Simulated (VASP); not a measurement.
The system is NaB.

```
CELL_PARAMETERS angstrom
0.00000 2.68387 2.68387
2.68387 0.00000 2.68387
2.68387 2.68387 0.00000
ATOMIC_POSITIONS crystal
Na 0.00000 0.00000 0.00000
B 0.50000 0.50000 0.50000
```

Base run:

```yaml
Program: VASP 6.6.1
Functional: revPBE
Potentials_or_basis: VASP PAW PBE potentials, release 64 (Na_pv, B)
Cutoff: 500 eV
k_mesh: 8 × 8 × 8
Occupations: gaussian, width 0.1 eV
Spin: no spin polarisation
```

Its results: band gap on the k mesh zero (band 5 reaches 3.23 eV, above the bottom of band 6 at 0.33 eV); pressure 1.3 GPa.

Task: The run is repeated on the same cell with these changes: functional from revPBE to PBE; cutoff from 500 eV to 520 eV. What comes out?

Result: Band gap on the k mesh zero (band 5 reaches 3.13 eV, above the bottom of band 6 at 0.23 eV); pressure 0.1 GPa.

PBE binds more tightly than revPBE, so the same cell stands under less pressure.

Caveats: the PAW data sets were made with another functional, which shifts forces and pressure a little (some runs).
